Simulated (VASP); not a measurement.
Input of a VASP 6.6.1 run:

The input INCAR:

```
SYSTEM = In2As2F
PREC = Accurate
ENCUT = 520
EDIFF = 1E-7
ISMEAR = 0
SIGMA = 0.1
LREAL = .False.
LASPH = .True.
NELM = 60
ALGO = Normal
ISIF = 2
LWAVE = .False.
LCHARG = .False.
LDIPOL = .True.
IDIPOL = 3
DIPOL = 0.5 0.5 0.331
GGA = PE
IVDW = 12
NBANDS = 30
```

Contents of KPOINTS:

```
regular mesh
0
Gamma
  6 6 1
  0 0 0
```

Contents of POSCAR:

```
In2As2F
1.0
    4.3220706728      0.0000000000      0.0000000000
   -2.1610353364      3.7430229996      0.0000000000
    0.0000000000      0.0000000000     21.7386927254
As In F
2 2 1
Direct
    0.0000000000      0.0000000000      0.1840037048
    0.3333333333      0.6666666667      0.3557112061
    0.3333333333      0.6666666667      0.2245875152
    0.6666666667      0.3333333333      0.3881876814
    0.6666666667      0.7777777778      0.5031899969
```

Potentials or basis: VASP PAW PBE potentials, release 64 (As, In_d, F).

Command:

```console
$ cat potpaw_PBE.64/As/POTCAR potpaw_PBE.64/In_d/POTCAR potpaw_PBE.64/F/POTCAR > POTCAR
$ mpirun -np 1 vasp_std > vasp.out
```

Problem. Estimate the dispersion energy per atom.

Solution. -0.178 eV.

Problem. Estimate the largest force.

Solution. 1.492 eV/Å.

Forces on the atoms (eV/Å):
```
As  -0.002  0.002  0.038
As  -0.047 -0.002 -0.389
In   0.000  0.000  0.351
In  -0.046  0.193  1.476
F    0.095 -0.192 -1.476
```

Caveat: an odd number of electrons without spin polarisation forces a metal; a magnetic or distorted state may lie lower.
